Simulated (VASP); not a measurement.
Input of a VASP 6.6.1 run:

INCAR

```
SYSTEM = BaHfO3
  ALGO = Normal
  EDIFF = 1E-6
  ENCUT = 600
  GGA = PE
  GGA_COMPAT = .FALSE.
  ISIF = 2
  ISMEAR = 0
  LASPH = .TRUE.
  LCHARG = .FALSE.
  LREAL = .FALSE.
  LWAVE = .FALSE.
  NBANDS = 27
  NELM = 120
  PREC = Accurate
  SIGMA = 0.15
```

Contents of KPOINTS:

```
k-points
0
G
  3 3 3
  0 0 0
```

The input POSCAR:

```
BaHfO3
1.0
    2.2230998682      1.2835073073      5.1053704597
   -2.2230998682      1.2835073073      5.1053704597
    0.0000000000     -2.5670146146      5.1053704597
Ba Hf O
1 1 3
Direct
    0.5121392595      0.5121392595      0.5121392595
    0.0120562319      0.0120562319      0.0120562319
    0.5120230117      1.0120432952      0.5120230117
    0.5120230117      0.5120230117      1.0120432952
    1.0120432952      0.5120230117      0.5120230117
```

Potentials or basis: VASP PAW PBE potentials, release 64 (Ba_sv, Hf_pv, O).

Run with:

```sh
$ cat potpaw_PBE.64/Ba_sv/POTCAR potpaw_PBE.64/Hf_pv/POTCAR potpaw_PBE.64/O/POTCAR > POTCAR
$ mpirun -np 1 vasp_std > vasp.out
```

(1) What does it give for the band gap on the k mesh?

(2) Estimate the largest force.

(3) What does it give for the pressure?

Answers

(1) zero (bands 19 and 20 overlap by 1.03 eV).

(2) 0.008 eV/Å.

(3) -0.7 GPa.

Caveat: the k points lie up to 0.56 Å⁻¹ apart, too coarse for converged energies and pressures of a metal; spin-orbit coupling is left out, which moves the levels of the heavy elements.
